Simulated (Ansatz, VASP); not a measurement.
## One calculation of K, two programs

The input INCAR:

```
SYSTEM = K
PREC     = Accurate       ! precision mode
ENCUT    = 520            ! plane-wave cutoff, eV
EDIFF    = 1E-6           ! SCF threshold, eV
ISMEAR   = -1             ! smearing method
SIGMA    = 0.08           ! smearing width, eV
LREAL    = .FALSE.        ! projectors in reciprocal space
LASPH    = .TRUE.         ! aspherical terms in the spheres
NELM     = 80             ! most SCF steps
ALGO     = Normal         ! electronic algorithm
ISIF     = 2              ! what is computed and relaxed
LWAVE    = .FALSE.        ! write WAVECAR
LCHARG   = .FALSE.        ! write CHGCAR
GGA      = PE             ! functional
NBANDS   = 16             ! bands
```

Contents of KPOINTS:

```
regular mesh
0
G
  10 10 6
  0 0 0
```

POSCAR

```
K
1.0
    3.6166287064      0.0000000000      0.0000000000
   -1.8083143532      3.1320923359      0.0000000000
    0.0000000000      0.0000000000      5.8589385045
K
2
Direct
    0.3333333333      0.6666666667      0.2500000000
    0.6666666667      0.3333333333      0.7500000000
```

Input for Ansatz:

```yaml
crystal:
  lattice:
    - [3.6166287064, 0.0, 0.0]
    - [-1.8083143532, 3.1320923359, 0.0]
    - [0.0, 0.0, 5.8589385045]
  atoms:
    - { symbol: K, position: [0.3333333333, 0.6666666667, 0.25] }
    - { symbol: K, position: [0.6666666667, 0.3333333333, 0.75] }
kpoints:
  mp_grid: { grid: [10, 10, 6] }
  band_path:
    path:
      - [0.0, 0.0, 0.0]
      - [0.5, 0.0, 0.0]
      - [0.3333333333, 0.3333333333, 0.0]
      - [0.0, 0.0, 0.0]
      - [0.0, 0.0, 0.5]
      - [0.5, 0.0, 0.5]
      - [0.3333333333, 0.3333333333, 0.5]
      - [0.0, 0.0, 0.5]
      - [0.5, 0.0, 0.5]
    npoints: 8
scf:
  occupations: { method: fermi_dirac, width: 0.08 }
hamiltonian:
  xc: pbe
  pseudopotentials: { kind: paw }
output:
  forces: true
  stress: true
  eigenvalues: true
  populations: true
  dos: { projected: true, de: 0.2, e_range: [-14, 8] }
  write_density: true
  write_potential: true
  elf: true
  volumetric_format: npy
```

Change from the starting cell: volume scaled by 0.45, PAW files.

Alike in both runs: task single point; functional PBE; k mesh 10 × 10 × 6; occupations fermi-dirac, width 0.08 eV; no spin polarisation.

|  | VASP | Ansatz |
| --- | --- | --- |
| version | VASP 6.6.1 | Ansatz 0.2.0 |
| potentials or method | VASP PAW PBE potentials, release 64 (K_sv) | PAW with Ansatz's default frozen-core files, scalar-relativistic |
| plane-wave cutoff (eV) | 520 | 420 |
| valence electrons in the cell | 18 | 18 |

|  | VASP | Ansatz | Ansatz less VASP |
| --- | --- | --- | --- |
| pressure (GPa) | 12.2 | 12.2 | +0.01 |
| traceless stress, the component that is largest in VASP (GPa) | 0.06 | 0.06 | 0.000 |
